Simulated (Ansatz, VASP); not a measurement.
One calculation of CuI, two programs

```
Cu I
1.0
     4.22286    0.00000    0.00000
     2.11143    3.65710    0.00000
     2.11143    1.21903    3.44795
Cu I
1 1
Direct
  0.25000 0.25000 0.25000
  0.00000 0.00000 0.00000
```

Alike in both runs: functional PBE; dispersion D3(BJ); k mesh 6 × 6 × 6; no spin polarisation.

Ansatz relaxed the structure, and its values are those at the end. VASP's run is a single point on that final structure, the one shown.

```csv
,VASP,Ansatz
version,VASP 6.6.1,Ansatz 0.2.0
potentials or method,"VASP PAW PBE potentials, release 64 (Cu, I), cutoff 520 eV","plane waves, PAW"
occupations,"gaussian, width 0.01 eV",fixed
valence electrons in the cell,18,36
```

|  | VASP | Ansatz | Ansatz less VASP |
| --- | --- | --- | --- |
| pressure (GPa) | 0.0 | 0.0 | -0.04 |

VASP's potentials hold 18 valence electrons a cell and Ansatz's 36, so a difference there can come from the potentials and not from the codes.

Spin-orbit coupling is off throughout.
